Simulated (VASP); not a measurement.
CuOs, 4 atoms in the cell. Symmetry: Fd-3m, No. 227, cubic system. Conventional cell: a = 5.987 Å, b = 5.987 Å, c = 5.987 Å, α = 90.00°, β = 90.00°, γ = 90.00°. Within 3.4 Å of Cu (site symmetry -43m) lie 4 Cu at 2.59 Å and 10 Os at 2.59 to 2.99 Å. Os (site symmetry -43m) has 4 Os at 2.59 Å and 10 Cu at 2.59 to 2.99 Å within 3.4 Å. 

| Item | Value |
| --- | --- |
| Program | VASP 6.6.1 |
| Task | relaxation of cell and atoms |
| Functional | PBE |
| Potentials or basis | VASP PAW PBE potentials, release 64 (Cu, Os) |
| Cutoff | 600 eV |
| k mesh | 14 × 14 × 14 |
| Occupations | gaussian, width 0.1 eV |
| Spin | no spin polarisation |
| Dipole correction | no |
| Further INCAR settings | ALGO = Fast; EDIFF = 1e-07; IBRION = 2; EDIFFG = -0.01; NSW = 100; ISIF = 3 |

Potentials or basis: VASP PAW PBE potentials, release 64 (Cu, Os).

The run is started by

```console
$ cat potpaw_PBE.64/Cu/POTCAR potpaw_PBE.64/Os/POTCAR > POTCAR
$ mpirun -np 1 vasp_std > vasp.out
```

Hardware: 1 thread of Intel(R) Xeon(R) Platinum 8488C (Sapphire Rapids), on a shared host.

Question: Estimate the wall time of this run.

Answer: Wall time 6.2 min on 1 thread of Intel(R) Xeon(R) Platinum 8488C (Sapphire Rapids), on a shared host, peak memory 0.32 GiB. Counts: scf iterations 44, k points 104, ion steps 3.
